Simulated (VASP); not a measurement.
Wanted: the native input for a VASP 6.6.1 run.

| Quantity | Value |
| --- | --- |
| Task | single point |
| Functional | PBE |
| Dispersion | D3(BJ) |
| Potentials or basis | VASP PAW PBE potentials, release 64 (N) |
| Cutoff | 520 eV |
| k mesh | 1 × 1 × 1 |
| Occupations | fermi-dirac, width 0.05 eV |
| Spin | no spin polarisation |
| Dipole correction | no |
| Further INCAR settings | ALGO = Normal; EDIFF = 1e-06; NBANDS = 42 |

The structure of N lies in POSCAR:

```
N
1.0
    7.2609030000      0.0000000000      0.0000000000
    0.0000000000      7.2609030000      0.0000000000
    0.0000000000      0.0000000000      7.2609030000
N
12
Direct
    0.4541859325      0.7655797082      0.1551046750
    0.4775025916      0.6279797430      0.2150558959
    0.9977822318      0.4818822122      0.3758761135
    0.9166077553      0.4097975142      0.4795409056
    0.9657751935      0.2601467063      1.0181240543
    0.9073113909      0.2302881611      0.8824797687
    0.4741421281      0.3650510136      0.5842937166
    0.4007765976      0.2515527339      0.6551113546
    0.1366634425      0.7222793088      0.7685958620
    0.1687117980      0.7673425743      0.6312575722
    0.6977919964      0.8820941417      0.7251577386
    0.6939219543      0.8029028896      0.8547146271
```

The input as run:

INCAR

```
  ALGO = Normal
  EDIFF = 1E-6
  ENCUT = 520
  GGA = PE
  ISIF = 2
  ISMEAR = -1
  IVDW = 12
  LASPH = True
  LCHARG = True
  LELF = True
  LREAL = False
  LVHAR = True
  LWAVE = False
  NBANDS = 42
  NELM = 100
  PREC = Accurate
  SIGMA = 0.05
```

KPOINTS

```
k-points
0
Gamma
  1 1 1
```

Potentials or basis: VASP PAW PBE potentials, release 64 (N).

Command:

```bash
$ cat potpaw_PBE.64/N/POTCAR > POTCAR
$ mpirun -np 1 vasp_gam > vasp.out
```

It gave:

```
Pressure                   : 2.6 GPa
Largest force              : 6.661 eV/Å
Dispersion energy per atom : -0.037 eV
```

Caveat: the k points lie up to 0.87 Å⁻¹ apart, too coarse for converged energies, forces and pressures; the standard files for N, O and F lose accuracy on very short bonds.

It took 30 s on 1 thread of Intel(R) Xeon(R) Platinum 8488C (Sapphire Rapids) (shared host), peak memory 0.35 GiB.
